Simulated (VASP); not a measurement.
Set up this calculation in VASP 6.6.1, as the native input.

- Task: relaxation of shape and atoms at fixed volume
- Functional: LDA
- Potentials or basis: VASP PAW LDA potentials, release 64 (Al, Cu)
- Cutoff: 600 eV
- k mesh: 12 × 12 × 8
- Occupations: fermi-dirac, width 0.15 eV
- Spin: no spin polarisation
- Dipole correction: no
- Further INCAR settings: ALGO = Fast; EDIFF = 1e-06; IBRION = 2; EDIFFG = -0.001; NSW = 80; ISIF = 4

The structure of AlCu3 lies in POSCAR:

```
AlCu3
1.0
    5.1171217356      0.0000000000      0.0000000000
   -2.5585608678      4.4315574173      0.0000000000
    0.0000000000      0.0000000000      4.1550090555
Al Cu
2 6
Direct
    0.6666666667      0.3333333333      0.2500000000
    0.3333333333      0.6666666667      0.7500000000
    0.3303281459      0.1651640730      0.7500000000
    0.8348359270      0.1651640730      0.7500000000
    0.8348359270      0.6696718541      0.7500000000
    0.6696718541      0.8348359270      0.2500000000
    0.1651640730      0.8348359270      0.2500000000
    0.1651640730      0.3303281459      0.2500000000
```

One way to write it, as run:

INCAR

```
PREC = Accurate
ENCUT = 600
EDIFF = 1E-6
ISMEAR = -1
SIGMA = 0.15
LREAL = False
LASPH = True
NELM = 80
ALGO = Fast
ISIF = 4
LWAVE = False
LCHARG = False
IBRION = 2
NSW = 80
EDIFFG = -0.001
```

KPOINTS

```
Automatic mesh
0
Gamma
  12 12 8
```

Potentials or basis: VASP PAW LDA potentials, release 64 (Al, Cu).

The run is started by

```console
$ cat potpaw_LDA.64/Al/POTCAR potpaw_LDA.64/Cu/POTCAR > POTCAR
$ mpirun -np 1 vasp_std > vasp.out
```

Results of the run:

| Item | Value |
| --- | --- |
| Energy gained by relaxing | 0.0 meV/atom |
| Ionic steps | 3 |
| Pressure after relaxing | -2.4 GPa |
| Band gap on the k mesh | zero (bands 36 and 37 overlap by 2.63 eV) |

It took 17 min on 1 thread of Intel(R) Xeon(R) Platinum 8488C (Sapphire Rapids), on a shared host, peak memory 0.46 GiB.
